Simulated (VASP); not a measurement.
Runs of VASP 6.6.1 on Lu3Si. The structure is that of space group Pm-3m (No. 221), or close to it. The cells are those of the table. 

```csv
cell,further INCAR settings,gap on the mesh (eV),pressure (GPa)
"a = 4.383 Å, 4 atoms",ALGO = Fast; EDIFF = 1e-06; NBANDS = 48,none,3.2
"a = 4.502 Å, 4 atoms",ALGO = Fast; EDIFF = 1e-06; NBANDS = 48,none,-2.5
"a = 4.414 Å, 4 atoms",ALGO = Fast; EDIFF = 1e-07; NBANDS = 48,none,1.0
"a = 4.473 Å, 4 atoms",ALGO = Fast; EDIFF = 1e-06; NBANDS = 48,none,(a)
"a = 4.443, b = 4.577 Å, 4 atoms",ALGO = Fast; EDIFF = 1e-06; NBANDS = 48,none,(b)
```

Alike in all rows: task single point; level PBEsol; potentials or basis VASP PAW PBE potentials, release 64 (Lu, Si); no spin polarisation; k mesh 8 × 8 × 8; cutoff (eV) 520; smearing gaussian 0.05 eV.

Fill in the values left out.

(a) -1.5; (b) -1.7.

Caveats: the PAW data sets were made with another functional, which shifts forces and pressure a little; spin-orbit coupling is left out, which moves the levels of the heavy elements; the cell stands under pressure (at least some runs).

A k mesh can miss the band edges, and the runs leave out spin-orbit coupling on Lu.

A gap of «none» marks levels without a gap at the run's occupations.
